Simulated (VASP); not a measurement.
# Ti (P6_3/mmc) in VASP: relaxation of cell and atoms with PBEsol

Aim: the relaxation of cell and atoms of Ti with PBEsol.

All numbers are computed with VASP 6.6.1; they aren't measurements. Logs are shortened: lines on timing, memory, paths and dates and some standing lists are left out, and cuts for length are marked.

### 1 The cell of the first run

It takes space group P6_3/mmc (No. 194, hexagonal). The conventional cell has a = 2.950 Å, b = 2.950 Å, c = 4.680 Å, α = 90.00°, β = 90.00°, γ = 120.00°. Within 3.8 Å of Ti (site symmetry -6m2) lie 12 Ti at 2.89 to 2.95 Å.

### 2 Relaxation of cell and atoms, PBEsol

The input, INCAR:

```
SYSTEM = Ti
ALGO = Normal
EDIFF = 1E-7
EDIFFG = -0.01
ENCUT = 500
GGA = PS
GGA_COMPAT = .FALSE.
IBRION = 2
ISIF = 3
ISMEAR = -1
LASPH = .TRUE.
LCHARG = .FALSE.
LREAL = .FALSE.
LWAVE = .FALSE.
NELM = 120
NELMIN = 4
NSW = 80
PREC = Accurate
SIGMA = 0.05
```

The input, KPOINTS:

```
k-points
0
G
  13 13 7
  0 0 0
```

The input, POSCAR:

```
Ti
1.0
    2.9500000000      0.0000000000      0.0000000000
   -1.4750000000      2.5547749412      0.0000000000
    0.0000000000      0.0000000000      4.6800000000
Ti
2
Direct
    0.3333333333      0.6666666667      0.2500000000
    0.6666666667      0.3333333333      0.7500000000
```

Potentials or basis: VASP PAW PBE potentials, release 64 (Ti_sv).

Command:

```bash
> cat potpaw_PBE.64/Ti_sv/POTCAR > POTCAR
> mpirun -np 1 vasp_std > vasp.out
```

OUTCAR:

```text
SYSTEM = Ti
   EDIFF = 1E-7
   EDIFFG = -0.01
   ENCUT = 500
   GGA = PS
   IBRION = 2
   ISIF = 3
   ISMEAR = -1
   LASPH = .TRUE.
   LREAL = .FALSE.
   NELM = 120
   NELMIN = 4
   NSW = 80
   PREC = Accurate

 ion  position               nearest neighbor table
   1  0.333  0.667  0.250-   2 2.89   2 2.89   2 2.89   2 2.89   2 2.89   2 2.89
   2  0.667  0.333  0.750-   1 2.89   1 2.89   1 2.89   1 2.89   1 2.89   1 2.89

  LATTYP: Found a hexagonal cell.
 ALAT       =     2.9500000000
 C/A-ratio  =     1.5864406780

  Lattice vectors:

 A1 = (   2.9500000000,   0.0000000000,   0.0000000000)
 A2 = (  -1.4750000000,   2.5547749412,   0.0000000000)
 A3 = (   0.0000000000,   0.0000000000,   4.6800000000)

Analysis of symmetry for initial positions (statically):
=====================================================================
 Subroutine PRICEL returns:
 Original cell was already a primitive cell.

 Routine SETGRP: Setting up the symmetry group for a
 hexagonal supercell.

 Subroutine GETGRP returns: Found 24 space group operations
 (whereof 12 operations were pure point group operations)
 out of a pool of 24 trial point group operations.

The static configuration has the point symmetry D_3d.
 The point group associated with its full space group is D_6h.

Analysis of symmetry for dynamics (positions and initial velocities):
=====================================================================
 Subroutine PRICEL returns:
 Original cell was already a primitive cell.

 Routine SETGRP: Setting up the symmetry group for a
 hexagonal supercell.

 Subroutine GETGRP returns: Found 24 space group operations
 (whereof 12 operations were pure point group operations)
 out of a pool of 24 trial point group operations.

The dynamic configuration has the point symmetry D_3d.
 The point group associated with its full space group is D_6h.

 Subroutine INISYM returns: Found 24 space group operations
 (whereof 12 operations are pure point group operations),
 and found     1 'primitive' translations

----------------------------------------------------------------------------------------

                                     Primitive cell

  volume of cell :      35.2712

  direct lattice vectors                    reciprocal lattice vectors
     2.950000000  0.000000000  0.000000000     0.338983051  0.195711956  0.000000000
    -1.475000000  2.554774941  0.000000000     0.000000000  0.391423911  0.000000000
[... 95 lines left out ...]
   PSTRESS=    0.0 pullay stress
   NELECT =      24.0000    total number of electrons
   NUPDOWN=      -1.0000    fix difference up-down
   EMIN   =  10.00;   EMAX   =-10.00  energy-range for DOS
   EFERMI =   0.00;   METHOD = LEGACY
   ISMEAR =    -1;   SIGMA  =   0.05  broadening in eV -4-tet -1-fermi 0-gaus
   EFERMI_NEDOS =   21; number of points for ismear=-14 and -15
   IALGO  =     38    algorithm
   IMIX   =      4    mixing-type and parameters
     AMIX     =   0.40;   BMIX     =  1.00
     AMIX_MAG =   1.60;   BMIX_MAG =  1.00
  volume/ion in A,a.u.               =      17.64       119.01
  Fermi-wavevector in a.u.,A,eV,Ry     =   1.439920  2.721055 28.209912  2.073370
  Thomas-Fermi vector in A             =   2.558722
   LORBIT       =      0    0 simple, 1 ext, 2 COOP (PROOUT), +10 PAW based schemes
   GGA     = PS    functional components
   LHFCALC =     F    Hartree Fock is set to
   AEXX    =    0.0000 exact exchange contribution
   IVDW    =     0    specifies the selected vdW correction
   LEPSILON=     F    determine dielectric tensor
   LRPA    =     F    only Hartree local field effects (RPA)
 conjugate gradient relaxation of ions
 non-spin polarized calculation
  energy-cutoff  :      500.00
  volume of cell :       35.27
 maximum number of plane-waves:       929
 NGX is ok and might be reduce to    24
   NGX = 11   NGY = 11   NGZ = 17

--------------------------------------- Ionic step        1  -------------------------------------------

 number of electron      24.0000002 magnetization

 Free energy of the ion-electron system (eV)
  ---------------------------------------------------
  ext. energy  EPLUGINS =         0.00000000
  ---------------------------------------------------
  free energy    TOTEN  =       -16.65020587 eV

  energy without entropy =      -16.63166124  energy(sigma->0) =      -16.64093356

------------------------ aborting loop because EDIFF is reached ----------------------------------------

  FORCE on cell =-STRESS in cart. coord.  units (eV):
  Direction    XX          YY          ZZ          XY          YZ          ZX
  --------------------------------------------------------------------------------------
  -------------------------------------------------------------------------------------
  Total       -1.2907238     -1.2907238     -1.3714920     -0.0000000      0.0000000      0.0000000
  in kB      -58.6304703    -58.6304703    -62.2993250     -0.0000000      0.0000000      0.0000000
  external PRESSURE =     -59.8534219 kB  Pullay stress =       0.0000000 kB
[... 59 lines left out ...]
--------------------------------------- Ionic step        3  -------------------------------------------

 number of electron      23.9999999 magnetization

 Free energy of the ion-electron system (eV)
  ---------------------------------------------------
  ext. energy  EPLUGINS =         0.00000000
  ---------------------------------------------------
  free energy    TOTEN  =       -16.68721336 eV

  energy without entropy =      -16.66924386  energy(sigma->0) =      -16.67822861

 E-fermi :   8.6420     XC(G=0): -11.8270

 val. band max:        8.6376206516   @ k =   0.0000   0.0000   0.4286
 cond. band min:       8.6561420540   @ k =   0.3077   0.2308   0.4286
 fundamental gap:      0.0185214023
 Fermi energy:         8.6420440813

 k-point     1 :       0.0000    0.0000    0.0000
  band No.  band energies     occupation
      1     -47.9277      2.00000
      2     -47.7641      2.00000
      3     -24.6672      2.00000
      4     -23.9320      2.00000
      5     -23.9320      2.00000
      6     -23.8510      2.00000
[... 433 lines left out ...]
      3     -24.5783      2.00000
      4     -24.0402      2.00000
      5     -23.9784      2.00000
      6     -23.9632      2.00000
[... 8 lines left out ...]
     15       9.7750      0.00000
     16      10.1832      0.00000

 [... further k-points ...]

------------------------ aborting loop because EDIFF is reached ----------------------------------------

  FORCE on cell =-STRESS in cart. coord.  units (eV):
  Direction    XX          YY          ZZ          XY          YZ          ZX
  --------------------------------------------------------------------------------------
  -------------------------------------------------------------------------------------
  Total       -0.0092987     -0.0092987     -0.0023105     -0.0000000      0.0000000      0.0000000
  in kB       -0.4463091     -0.4463091     -0.1108949     -0.0000000      0.0000000      0.0000000
  external PRESSURE =      -0.3345043 kB  Pullay stress =       0.0000000 kB
[... 17 lines left out ...]
  FREE ENERGIE OF THE ION-ELECTRON SYSTEM (eV)
  ---------------------------------------------------
  free  energy   TOTEN  =       -16.6872133628 eV

  energy  without entropy=      -16.6692438565  energy(sigma->0) =      -16.67822861

 reached required accuracy - stopping structural energy minimisation
```

CONTCAR:

```text
Ti
   1.00000000000000
     2.8974278280278467    0.0000000000000000    0.0000000000000000
    -1.4487139140139234    2.5092461047380712    0.0000000000000000
     0.0000000000000000    0.0000000000000000    4.5913783727190678
  Ti
     2
Direct
     0.3333333332999970    0.6666666667000030    0.2500000000000000
     0.6666666667000030    0.3333333332999970    0.7500000000000000

  0.00000000E+00  0.00000000E+00  0.00000000E+00
  0.00000000E+00  0.00000000E+00  0.00000000E+00
```

Wall time 3 min (1 thread of Intel Xeon 8259CL, shared host); peak memory 0.18 GiB.

Results:

```yaml
Free_energy: -16.6872 eV
Relaxed_volume: 16.69 Å³/atom
Relaxed_cell: a = 2.897 Å, b = 2.897 Å, c = 4.591 Å, α = 90.00°, β = 90.00°, γ = 120.00°
Space_group_after_relaxing_to_0.1_Å: P6_3/mmc (No. 194)
Energy_gained_by_relaxing: 18.5 meV/atom
Ionic_steps: 3
Pressure_after_relaxing: 0.0 GPa
Band_gap_on_the_k_mesh: zero (bands 12 and 13 overlap by 1.14 eV)
```

Step by step:
| step | energy change (eV) | largest force (eV/Å) | pressure (GPa) | volume (Å³) |
| --- | --- | --- | --- | --- |
| 1 | 0.0000 | 0.0000 | -5.99 | 35.27 |
| 2 | -0.0151 | 0.0000 | 5.31 | 32.01 |
| 3 | -0.0370 | 0.0000 | -0.03 | 33.38 |

Final structure:
```xyz
2
Lattice="2.8974 0.0000 0.0000 -1.4487 2.5092 0.0000 0.0000 0.0000 4.5914" Properties=species:S:1:pos:R:3 pbc="T T T"
Ti    0.0000    1.6728    1.1478
Ti    1.4487    0.8364    3.4435
```

Caveat: the PAW data sets were made with another functional, which shifts forces and pressure a little.
